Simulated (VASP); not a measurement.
Nb, 3 atoms in the cell. The cell holds a slab with vacuum, 3 atoms: a = 2.867 Å, b = 2.867 Å, c = 23.788 Å, α = 90.00°, β = 90.00°, γ = 109.47°. 

| Quantity | Value |
| --- | --- |
| Program | VASP 6.6.1 |
| Task | single point |
| Functional | PBE |
| Potentials or basis | VASP PAW PBE potentials, release 64 (Nb_sv) |
| Cutoff | 400 eV |
| k mesh | 12 × 12 × 1 |
| Occupations | methfessel-paxton, width 0.1 eV |
| Spin | no spin polarisation |
| Dipole correction | yes |
| Further INCAR settings | ALGO = Normal; EDIFF = 1e-06; NBANDS = 26; NELMDL = -8 |

Potentials or basis: VASP PAW PBE potentials, release 64 (Nb_sv).

Command:

```sh
$ cat potpaw_PBE.64/Nb_sv/POTCAR > POTCAR
$ mpirun -np 1 vasp_std > vasp.out
```

Hardware: 1 thread of Intel Xeon 6975P-C (shared host).

Question: How long does it take, and how much memory?

Answer: Run time: 4.1 min on 1 thread of Intel Xeon 6975P-C, on a shared host, peak memory 0.29 GiB. Counts: scf iterations 27, k points 43.
